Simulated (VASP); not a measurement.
# Ga: single point with PBE

The system is Ga.

```
CELL_PARAMETERS angstrom
0.00000 2.83156 4.45701
1.63477 0.00000 4.45701
1.63477 2.83156 0.00000
ATOMIC_POSITIONS crystal
Ga 0.16667 0.83333 0.16667
Ga 0.83333 0.16667 0.83333
```

* Program: VASP 6.6.1
* Task: single point
* Functional: PBE
* Potentials or basis: VASP PAW PBE potentials, release 64 (Ga_d)
* Cutoff: 520 eV
* k mesh: 6 × 6 × 6
* Occupations: gaussian, width 0.1 eV
* Spin: no spin polarisation

The pressure is 87.9 GPa, the largest force is 0.025 eV/Å and the band gap on the k mesh is zero (bands 13 and 14 overlap by 4.54 eV).

Forces on the atoms (eV/Å):
```
Ga   0.000  0.025  0.000
Ga   0.000 -0.025  0.000
```

Stress tensor (GPa, compression positive):
```
132.15   0.00   0.00
  0.00 132.42   0.00
  0.00   0.00  -0.82
```

Levels at points of the mesh, in eV from the Fermi level:
| k point | band 11 | band 12 | band 13 | band 14 | band 15 | band 16 |
| --- | --- | --- | --- | --- | --- | --- |
| (0.00, 0.00, 0.00) | -11.88 | -2.46 | 3.06 | 4.25 | 4.32 | 8.81 |
| (0.50, 0.00, 0.00) | -7.63 | -6.84 | 0.17 | 0.69 | 2.87 | 6.21 |
| (0.50, 0.50, 0.00) | -11.67 | -4.14 | 4.22 | 4.29 | 8.76 | 8.82 |
| (0.50, 0.00, 0.50) | -7.72 | -6.92 | 0.23 | 1.59 | 4.11 | 6.43 |
| (0.00, 0.50, 0.50) | -7.53 | -6.76 | -0.01 | 0.12 | 2.13 | 6.02 |

Wall time 42 s on 1 thread of Intel(R) Xeon(R) Platinum 8488C (Sapphire Rapids) (shared host), peak memory 0.19 GiB.

Caveat: the k points lie up to 0.39 Å⁻¹ apart, too coarse for converged energies and pressures of a metal.
